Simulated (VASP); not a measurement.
Input of a VASP 6.6.1 run:

Contents of INCAR:

```
  PREC = Accurate
  ENCUT = 520
  EDIFF = 1E-6
  ISMEAR = -1
  SIGMA = 0.05
  LREAL = False
  LASPH = True
  NELM = 60
  ALGO = Normal
  ISIF = 2
  LWAVE = False
  LCHARG = False
  NBANDS = 34
```

KPOINTS

```
Automatic mesh
0
Gamma
  6 6 3
```

The input POSCAR:

```
SrCuSi
1.0
    4.0048456891      0.0000000000      0.0000000000
   -2.0024228445      3.4682981050      0.0000000000
    0.0000000000      0.0000000000      9.1726326769
Sr Si Cu
2 2 2
Direct
    0.0000000000      0.0000000000      0.5000000000
    0.0000000000      0.0000000000      0.0000000000
    0.6666666667      0.3333333333      0.7500000000
    0.3333333333      0.6666666667      0.2500000000
    0.6666666667      0.3333333333      0.2500000000
    0.3333333333      0.6666666667      0.7500000000
```

Potentials or basis: VASP PAW LDA potentials, release 64 (Sr_sv, Si, Cu).

Launch:

```sh
$ cat potpaw_LDA.64/Sr_sv/POTCAR potpaw_LDA.64/Si/POTCAR potpaw_LDA.64/Cu/POTCAR > POTCAR
$ mpirun -np 1 vasp_std > vasp.out
```

(1) What does it give for the pressure?

(2) Estimate the band gap on the k mesh.

Results:

(1) 0.1 GPa.

(2) zero (band 25 reaches 6.23 eV, above the bottom of band 26 at 4.15 eV).
